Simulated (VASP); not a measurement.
Set up this calculation in VASP 6.6.1, as the native input.

```yaml
Task: single point
Functional: PBE
Potentials_or_basis: VASP PAW PBE potentials, release 64 (Li_sv, Mg, B, N)
Cutoff: 520 eV
k_mesh: 10 × 10 × 10
Occupations: gaussian, width 0.05 eV
Spin: no spin polarisation
Dipole_correction: no
Further_INCAR_settings: ALGO = Normal; EDIFF = 1e-06; NBANDS = 17
```

The structure of LiMgBN2 lies in POSCAR:

```
LiMgBN2
1.0
   -1.9634772152      1.9634772152      4.2032564325
    1.9634772152     -1.9634772152      4.2032564325
    1.9634772152      1.9634772152     -4.2032564325
Li Mg B N
1 1 1 2
Direct
    0.2500000000      0.7500000000      0.5000000000
    0.7500000000      0.2500000000      0.5000000000
    0.5000000000      0.5000000000      0.0000000000
    0.6512635000      0.6512635000      0.0000000000
    0.3487365000      0.3487365000      0.0000000000
```

This cell differs from its parent crystal: ratio of the length along z to the lengths across it x 0.92, volume and fractional coordinates fixed.

One way to write it, as run:

INCAR

```
PREC     = Accurate       # precision mode
ENCUT    = 520            # plane-wave cutoff, eV
EDIFF    = 1E-6           # SCF threshold, eV
ISMEAR   = 0              # smearing method
SIGMA    = 0.05           # smearing width, eV
LREAL    = False          # projectors in reciprocal space
LASPH    = True           # aspherical terms in the spheres
NELM     = 80             # most SCF steps
ALGO     = Normal         # electronic algorithm
ISIF     = 2              # what is computed and relaxed
LWAVE    = False          # write WAVECAR
LCHARG   = True           # write CHGCAR
GGA      = PE             # functional
LELF     = True           # ELF
LVHAR    = True         
NBANDS   = 17             # bands
```

KPOINTS

```
regular mesh
0
Gamma
  10 10 10
```

Potentials or basis: VASP PAW PBE potentials, release 64 (Li_sv, Mg, B, N).

Launch:

```bash
$ cat potpaw_PBE.64/Li_sv/POTCAR potpaw_PBE.64/Mg/POTCAR potpaw_PBE.64/B/POTCAR potpaw_PBE.64/N/POTCAR > POTCAR
$ mpirun -np 1 vasp_std > vasp.out
```

Results of the run:

```json
{
 "Largest force": "4.889 eV/Å",
 "Band gap on the k mesh": "2.49 eV (least direct gap 3.33 eV)"
}
```

Caveat: forces of over 1 eV/Å act on the atoms, so gaps and moduli don't describe the material at rest.

Wall time 3.6 min on 1 thread of AMD EPYC 7R43 64-Core Processor (Zen 3), on a shared host, peak memory 0.27 GiB.
